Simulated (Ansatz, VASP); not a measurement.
## Ge: VASP beside Ansatz

Contents of INCAR:

```
SYSTEM = Ge
PREC = Accurate
ENCUT = 520
EDIFF = 1E-6
ISMEAR = 0
SIGMA = 0.15
LREAL = .FALSE.
LASPH = .TRUE.
NELM = 100
ALGO = Normal
ISIF = 2
LWAVE = .FALSE.
LCHARG = .FALSE.
GGA = PE
NBANDS = 21
```

File KPOINTS:

```
Automatic mesh
0
G
  14 14 14
  0 0 0
```

The input POSCAR:

```
Ge
1.0
   -0.0288053477      2.8805347716      2.9957561625
    2.8805347716     -0.0288053477      2.9957561625
    2.8517294239      2.8517294239      0.0000000000
Ge
2
Direct
    0.5000000000      0.5000000000      0.5000000000
    0.7500000000      0.7500000000      0.7500000000
```

Input for Ansatz:

```yaml
crystal:
  lattice:
    - [-0.0288053477, 2.8805347716, 2.9957561625]
    - [2.8805347716, -0.0288053477, 2.9957561625]
    - [2.8517294239, 2.8517294239, 0.0]
  atoms:
    - { symbol: Ge, position: [0.5, 0.5, 0.5] }
    - { symbol: Ge, position: [0.75, 0.75, 0.75] }
basis:
  ecutwfc: 420
kpoints:
  mp_grid: { grid: [14, 14, 14] }
hamiltonian:
  xc: pbe
scf:
  occupations: { method: gaussian, width: 0.15 }
output:
  forces: true
  stress: true
  eigenvalues: true
```

Change from the starting cell: engineering shear strain xy -0.0200, normal strain along z +0.0400.

Alike in both runs: task single point; functional PBE; k mesh 14 × 14 × 14; occupations gaussian, width 0.15 eV; no spin polarisation.

|  | VASP | Ansatz |
| --- | --- | --- |
| version | VASP 6.6.1 | Ansatz 0.2.0 |
| potentials or method | VASP PAW PBE potentials, release 64 (Ge_d), cutoff 520 eV | scalar-relativistic, plane waves, PAW |
| valence electrons in the cell | 28 | 28 |

```tsv
	VASP	Ansatz	Ansatz less VASP
gap on the k mesh at the Fermi level (eV)	none	none	-
pressure (GPa)	-2.0	-2.0	+0.01
traceless stress, the component that is largest in VASP (GPa)	-1.76	-1.75	+0.005
rms of the force components (eV/Å)	0.071	0.071	+0.0004
```

Atom by atom the forces differ by 0.000 eV/Å (rms over components). A gap of «none» marks a metal or a gap that the smearing closes.
